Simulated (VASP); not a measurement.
# Os (P6_3/mmc) in VASP: a series of runs

Os is run at these levels: revPBE+D3(BJ), BLYP+D4, SVWN5; tasks: single point.

Program: VASP 6.6.1. These are calculated values, not measurements. Logs are shortened: lines on timing, memory, paths and dates and some standing lists are left out, and cuts for length are marked.

## (1) The cell of the first run

It takes space group P6_3/mmc (No. 194, hexagonal). Conventional cell: a = 2.788 Å, b = 2.788 Å, c = 4.404 Å, α = 90.00°, β = 90.00°, γ = 120.00°. Within 3.6 Å of Os (site symmetry -6m2) lie 12 Os at 2.73 to 2.79 Å.

## (2) Single point, revPBE+D3(BJ)

INCAR reads:

```
SYSTEM = Os
ALGO = Fast
EDIFF = 1E-6
ENCUT = 520
GGA = RE
ISIF = 2
ISMEAR = -1
IVDW = 12
LASPH = .True.
LCHARG = .True.
LELF = .True.
LREAL = .False.
LVHAR = .True.
LWAVE = .False.
NBANDS = 15
NELM = 80
PREC = Accurate
SIGMA = 0.05
```

KPOINTS reads:

```
k-points
0
Gamma
  11 11 6
  0 0 0
```

POSCAR reads:

```
Os
1.0
    2.7877234178      0.0000000000      0.0000000000
   -1.3938617089      2.4142392985      0.0000000000
    0.0000000000      0.0000000000      4.4044215090
Os
2
Direct
    0.6666666667      0.3333333333      0.7500000000
    0.3333333333      0.6666666667      0.2500000000
```

Potentials or basis: VASP PAW PBE potentials, release 64 (Os).

The run is started by

```sh
cat potpaw_PBE.64/Os/POTCAR > POTCAR
mpirun -np 1 vasp_std > vasp.out
```

OUTCAR:

```text
SYSTEM = Os
   EDIFF = 1E-6
   ENCUT = 520
   GGA = RE
   ISIF = 2
   ISMEAR = -1
   IVDW = 12
   LASPH = .True.
   LREAL = .False.
   NELM = 80
   PREC = Accurate
 IVDW          = 12

 ion  position               nearest neighbor table
   1  0.667  0.333  0.750-   2 2.73   2 2.73   2 2.73   2 2.73   2 2.73   2 2.73
   2  0.333  0.667  0.250-   1 2.73   1 2.73   1 2.73   1 2.73   1 2.73   1 2.73

  LATTYP: Found a hexagonal cell.
 ALAT       =     2.7877234178
 C/A-ratio  =     1.5799348963

  Lattice vectors:

 A1 = (   2.7877234178,   0.0000000000,   0.0000000000)
 A2 = (  -1.3938617089,   2.4142392985,   0.0000000000)
 A3 = (   0.0000000000,   0.0000000000,   4.4044215090)

Analysis of symmetry for initial positions (statically):
=====================================================================
 Subroutine PRICEL returns:
 Original cell was already a primitive cell.

 Routine SETGRP: Setting up the symmetry group for a
 hexagonal supercell.

 Subroutine GETGRP returns: Found 24 space group operations
 (whereof 12 operations were pure point group operations)
 out of a pool of 24 trial point group operations.

The static configuration has the point symmetry D_3d.
 The point group associated with its full space group is D_6h.

Analysis of symmetry for dynamics (positions and initial velocities):
=====================================================================
 Subroutine PRICEL returns:
 Original cell was already a primitive cell.

 Routine SETGRP: Setting up the symmetry group for a
 hexagonal supercell.

 Subroutine GETGRP returns: Found 24 space group operations
 (whereof 12 operations were pure point group operations)
 out of a pool of 24 trial point group operations.

The dynamic configuration has the point symmetry D_3d.
 The point group associated with its full space group is D_6h.

 Subroutine INISYM returns: Found 24 space group operations
 (whereof 12 operations are pure point group operations),
 and found     1 'primitive' translations

----------------------------------------------------------------------------------------

                                     Primitive cell

  volume of cell :      29.6428

  direct lattice vectors                    reciprocal lattice vectors
     2.787723418  0.000000000  0.000000000     0.358715644  0.207104573  0.000000000
    -1.393861709  2.414239299  0.000000000     0.000000000  0.414209147  0.000000000
     0.000000000  0.000000000  4.404421509     0.000000000  0.000000000  0.227044573

  length of vectors
[... 93 lines left out ...]
   NELECT =      16.0000    total number of electrons
   NUPDOWN=      -1.0000    fix difference up-down
   EMIN   =  10.00;   EMAX   =-10.00  energy-range for DOS
   EFERMI =   0.00;   METHOD = LEGACY
   ISMEAR =    -1;   SIGMA  =   0.05  broadening in eV -4-tet -1-fermi 0-gaus
   EFERMI_NEDOS =   21; number of points for ismear=-14 and -15
   IALGO  =     68    algorithm
   IMIX   =      4    mixing-type and parameters
     AMIX     =   0.40;   BMIX     =  1.00
     AMIX_MAG =   1.60;   BMIX_MAG =  1.00
  volume/ion in A,a.u.               =      14.82       100.02
  Fermi-wavevector in a.u.,A,eV,Ry     =   1.332934  2.518879 24.173636  1.776712
  Thomas-Fermi vector in A             =   2.461831
   LORBIT       =      0    0 simple, 1 ext, 2 COOP (PROOUT), +10 PAW based schemes
   GGA     = RE    functional components
   LHFCALC =     F    Hartree Fock is set to
   AEXX    =    0.0000 exact exchange contribution
   IVDW    =    12    specifies the selected vdW correction
   LEPSILON=     F    determine dielectric tensor
   LRPA    =     F    only Hartree local field effects (RPA)
 non-spin polarized calculation
 RMM-DIIS sequential band-by-band and
  energy-cutoff  :      520.00
  volume of cell :       29.64
 maximum number of plane-waves:       813
 NGX is ok and might be reduce to    24
   NGX = 11   NGY = 11   NGZ = 17

 number of electron      15.9999998 magnetization

 Free energy of the ion-electron system (eV)
  ---------------------------------------------------
  ext. energy  EPLUGINS =         0.00000000
  ---------------------------------------------------
  free energy    TOTEN  =       -21.42273242 eV

  energy without entropy =      -21.40818070  energy(sigma->0) =      -21.41545656

 E-fermi :   8.6185     XC(G=0): -13.7025

 val. band max:        8.5956068126   @ k =   0.3636  -0.0000   0.3333
 cond. band min:       8.6751411511   @ k =   0.3636   0.0909   0.3333
 fundamental gap:      0.0795343385
 Fermi energy:         8.6184936223

 k-point     1 :       0.0000    0.0000    0.0000
  band No.  band energies     occupation
      1      -1.7471      2.00000
      2       1.4171      2.00000
      3       5.8703      2.00000
      4       5.8703      2.00000
      5       6.0933      2.00000
      6       6.6333      2.00000
      7       6.6333      2.00000
      8       7.2232      2.00000
      9       7.2232      2.00000
     10       8.6927      0.36974
     11      10.2025      0.00000
     12      10.2025      0.00000
     13      17.0725      0.00000
     14      22.6878      0.00000
[... 401 lines left out ...]
      2       2.9251      2.00000
      3       4.2496      2.00000
      4       4.4734      2.00000
      5       5.6386      2.00000
      6       6.2003      2.00000
      7       6.7139      2.00000
      8       7.6054      2.00000
      9       8.1641      1.99977
     10       8.5037      1.81717
     11      10.5829      0.00000
     12      13.7732      0.00000
     13      18.6088      0.00000
     14      23.0665      0.00000
     15      24.2333      0.00000

 [... further k-points ...]

------------------------ aborting loop because EDIFF is reached ----------------------------------------

 Edisp (eV)   -2.26518

 E8    (eV) :    -1.6683

  FORCE on cell =-STRESS in cart. coord.  units (eV):
  Direction    XX          YY          ZZ          XY          YZ          ZX
  --------------------------------------------------------------------------------------
  -------------------------------------------------------------------------------------
  Total      -4.36224    -4.36224    -4.57805    -0.00000     0.00000     0.00000
  in kB    -235.77692  -235.77692  -247.44112    -0.00000     0.00000     0.00000
  external pressure =     -239.66 kB  Pullay stress =        0.00 kB

 VOLUME and BASIS-vectors are now :
 -----------------------------------------------------------------------------
  energy-cutoff  :      520.00
  volume of cell :       29.64
      direct lattice vectors                 reciprocal lattice vectors
     2.787723418  0.000000000  0.000000000     0.358715644  0.207104573  0.000000000
    -1.393861709  2.414239299  0.000000000     0.000000000  0.414209147  0.000000000
     0.000000000  0.000000000  4.404421509     0.000000000  0.000000000  0.227044573

 POSITION                                       TOTAL-FORCE (eV/Angst)
 -----------------------------------------------------------------------------------
      1.39386      0.80475      3.30332         0.000000     -0.000000      0.000000
     -0.00000      1.60949      1.10111        -0.000000      0.000000      0.000000
 -----------------------------------------------------------------------------------
    total drift:                               -0.000000      0.000000     -0.000000

  FREE ENERGIE OF THE ION-ELECTRON SYSTEM (eV)
  ---------------------------------------------------
  free  energy   TOTEN  =       -23.6879137414 eV

  energy  without entropy=      -23.6733620216  energy(sigma->0) =      -23.68063788
```

OSZICAR:

```text
N       E                     dE             d eps       ncg     rms          rms(c)
DAV:   1     0.995572654008E+02    0.99557E+02   -0.73681E+03  1920   0.101E+03
DAV:   2    -0.180464847127E+02   -0.11760E+03   -0.10227E+03  1962   0.319E+02
DAV:   3    -0.228113019115E+02   -0.47648E+01   -0.45924E+01  2606   0.560E+01
DAV:   4    -0.228486573510E+02   -0.37355E-01   -0.37174E-01  2074   0.521E+00
DAV:   5    -0.228488561388E+02   -0.19879E-03   -0.19878E-03  2606   0.360E-01    0.198E+01
RMM:   6    -0.217179889031E+02    0.11309E+01   -0.89287E-01  1923   0.700E+00    0.775E+00
RMM:   7    -0.214245705630E+02    0.29342E+00   -0.10341E+00  1955   0.607E+00    0.454E-01
RMM:   8    -0.214245831029E+02   -0.12540E-04   -0.62356E-02  2081   0.299E+00    0.122E+00
RMM:   9    -0.214254601284E+02   -0.87703E-03   -0.15611E-02  2138   0.789E-01    0.240E-01
RMM:  10    -0.214228132830E+02    0.26468E-02   -0.89233E-03  1980   0.106E+00    0.627E-02
RMM:  11    -0.214227429094E+02    0.70374E-04   -0.32939E-04  2123   0.200E-01    0.187E-01
RMM:  12    -0.214227385464E+02    0.43630E-05   -0.53486E-05  2135   0.493E-02    0.644E-02
RMM:  13    -0.214227323555E+02    0.61909E-05   -0.11532E-05  2107   0.313E-02    0.905E-02
RMM:  14    -0.214227324182E+02   -0.62726E-07   -0.30456E-06  1890   0.113E-02
   1 F= -.23687914E+02 E0= -.23680638E+02  d E =-.145517E-01
```

stdout:

```text
POSCAR found type information on POSCAR Os
 POSCAR found :  1 types and       2 ions
 scaLAPACK will be used
 -----------------------------------------------------------------------------
|                                                                             |
|                                                                             |
|     You enforced a specific xc type in the INCAR file but a different       |
|     I HOPE YOU KNOW WHAT YOU ARE DOING!                                     |
|                                                                             |
 -----------------------------------------------------------------------------

 LDA part: xc-table for (Slater+PW92), standard interpolation
 POSCAR, INCAR and KPOINTS ok, starting setup
 FFT: planning ... GRIDC
 FFT: planning ... GRID_SOFT
 FFT: planning ... GRID
 WAVECAR not read
 entering main loop
```

Run time: 24 s. Hardware: 1 thread of Intel Xeon Platinum 8259CL at 2.50GHz (Skylake/Cascade Lake), shared host; peak memory 0.17 GiB.

Results:

```
Free energy                : -23.6879 eV
Pressure                   : -24.0 GPa
Band gap on the k mesh     : zero (band 8 reaches 10.55 eV, above the bottom of band 9 at 7.02 eV)
Dispersion energy per atom : -1.133 eV
```

Stress tensor (GPa, compression positive):
```
-23.58   0.00   0.00
  0.00 -23.58   0.00
  0.00   0.00 -24.74
```

Levels at points of the mesh, in eV from the Fermi level:
| k point | band 6 | band 7 | band 8 | band 9 | band 10 | band 11 |
| --- | --- | --- | --- | --- | --- | --- |
| (0.00, 0.00, 0.00) | -1.99 | -1.99 | -1.40 | -1.40 | 0.07 | 1.58 |
| (0.00, 0.00, 0.50) | -2.93 | -2.93 | -2.93 | 0.84 | 0.84 | 0.84 |

Caveat: the PAW data sets were made with another functional, which shifts forces and pressure a little; spin-orbit coupling is left out, which moves the levels of the heavy elements; pairwise dispersion overbinds metals, which lowers pressure and volume.

## (3) Single point, BLYP+D4

INCAR reads:

```
AGGAC = 1.0 ; AGGAX = 1.0
ALDAC = 0.0 ; ALDAX = 1.0
ALGO = Fast ; EDIFF = 1E-6
ENCUT = 520 ; GGA = B5
ISIF = 2 ; ISMEAR = -1
IVDW = 13 ; LASPH = True
LCHARG = True ; LELF = True
LREAL = False ; LVHAR = True
LWAVE = False ; NBANDS = 15
NELM = 60 ; PREC = Accurate
SIGMA = 0.05 ; VDW_A1 = 0.44488865
VDW_A2 = 4.0933009 ; VDW_S6 = 1.0
VDW_S8 = 2.34076671
```

KPOINTS reads:

```
k-points
0
Gamma
  11 11 6
```

POSCAR is that of step 2.

Potentials or basis: VASP PAW PBE potentials, release 64 (Os).

The run is started by

```sh
cat potpaw_PBE.64/Os/POTCAR > POTCAR
mpirun -np 1 vasp_std > vasp.out
```

OUTCAR:

```text
EDIFF = 1E-6
   ENCUT = 520
   GGA = B5
   ISIF = 2
   ISMEAR = -1
   IVDW = 13
   LASPH = True
   LREAL = False
   NELM = 60
   PREC = Accurate

 ion  position               nearest neighbor table
   1  0.667  0.333  0.750-   2 2.73   2 2.73   2 2.73   2 2.73   2 2.73   2 2.73
   2  0.333  0.667  0.250-   1 2.73   1 2.73   1 2.73   1 2.73   1 2.73   1 2.73

  LATTYP: Found a hexagonal cell.
 ALAT       =     2.7877234178
 C/A-ratio  =     1.5799348963

  Lattice vectors:

 A1 = (   2.7877234178,   0.0000000000,   0.0000000000)
[... 622 lines left out ...]

  DFT-D4 for vdW energy calculation

  Edisp (eV):   -2.52541

  FORCE on cell =-STRESS in cart. coord.  units (eV):
  Direction    XX          YY          ZZ          XY          YZ          ZX
  --------------------------------------------------------------------------------------
  -------------------------------------------------------------------------------------
  Total      -1.57315    -1.57315    -1.76593    -0.00000     0.00000     0.00000
  in kB     -85.02817   -85.02817   -95.44771    -0.00000     0.00000     0.00000
  external pressure =      -88.50 kB  Pullay stress =        0.00 kB

 VOLUME and BASIS-vectors are now :
 -----------------------------------------------------------------------------
  energy-cutoff  :      520.00
  volume of cell :       29.64
      direct lattice vectors                 reciprocal lattice vectors
     2.787723418  0.000000000  0.000000000     0.358715644  0.207104573  0.000000000
    -1.393861709  2.414239299  0.000000000     0.000000000  0.414209147  0.000000000
     0.000000000  0.000000000  4.404421509     0.000000000  0.000000000  0.227044573

 POSITION                                       TOTAL-FORCE (eV/Angst)
 -----------------------------------------------------------------------------------
      1.39386      0.80475      3.30332         0.000000      0.000000      0.000000
     -0.00000      1.60949      1.10111         0.000000      0.000000      0.000000
 -----------------------------------------------------------------------------------
    total drift:                               -0.000000      0.000000     -0.000000

  FREE ENERGIE OF THE ION-ELECTRON SYSTEM (eV)
  ---------------------------------------------------
  free  energy   TOTEN  =       -21.8270600950 eV

  energy  without entropy=      -21.8117356315  energy(sigma->0) =      -21.81939786
```

OSZICAR:

```text
N       E                     dE             d eps       ncg     rms          rms(c)
DAV:   1     0.103305148452E+03    0.10331E+03   -0.73849E+03  1920   0.101E+03
DAV:   2    -0.156489155677E+02   -0.11895E+03   -0.10343E+03  1955   0.321E+02
DAV:   3    -0.205574079686E+02   -0.49085E+01   -0.47286E+01  2606   0.570E+01
DAV:   4    -0.205960233348E+02   -0.38615E-01   -0.38449E-01  2081   0.535E+00
DAV:   5    -0.205962321543E+02   -0.20882E-03   -0.20881E-03  2627   0.375E-01    0.212E+01
RMM:   6    -0.195521471151E+02    0.10441E+01   -0.83893E-01  1923   0.715E+00    0.808E+00
RMM:   7    -0.193049632531E+02    0.24718E+00   -0.87643E-01  1957   0.573E+00    0.758E-01
RMM:   8    -0.193036900234E+02    0.12732E-02   -0.52252E-02  2072   0.268E+00    0.137E+00
RMM:   9    -0.193048331850E+02   -0.11432E-02   -0.18281E-02  2110   0.925E-01    0.103E+00
RMM:  10    -0.193016107670E+02    0.32224E-02   -0.76389E-03  1987   0.988E-01    0.382E-01
RMM:  11    -0.193016500489E+02   -0.39282E-04   -0.69755E-04  2109   0.191E-01    0.280E-01
RMM:  12    -0.193016549126E+02   -0.48637E-05   -0.26797E-05  2174   0.432E-02    0.243E-02
RMM:  13    -0.193016498695E+02    0.50432E-05   -0.18289E-05  2093   0.357E-02    0.103E-01
RMM:  14    -0.193016482537E+02    0.16158E-05   -0.22216E-06  1591   0.197E-02    0.203E-02
RMM:  15    -0.193016477830E+02    0.47067E-06   -0.22310E-07  1223   0.389E-03
   1 F= -.21827060E+02 E0= -.21819398E+02  d E =-.153245E-01
```

It took 35 s on 1 thread of Intel Xeon Platinum 8259CL at 2.50GHz (Skylake/Cascade Lake), shared host; peak memory 0.16 GiB.

What came out:

```yaml
Free_energy: -21.8271 eV
Pressure: -8.9 GPa
Band_gap_on_the_k_mesh: zero (band 8 reaches 11.09 eV, above the bottom of band 9 at 7.54 eV)
Dispersion_energy_per_atom: -1.263 eV
```

Stress tensor (GPa, compression positive):
```
-8.50  0.00  0.00
 0.00 -8.50  0.00
 0.00  0.00 -9.54
```

Caveat: the PAW data sets were made with another functional, which shifts forces and pressure a little; spin-orbit coupling is left out, which moves the levels of the heavy elements; pairwise dispersion overbinds metals, which lowers pressure and volume.

(Continued in part 2 of 2.)
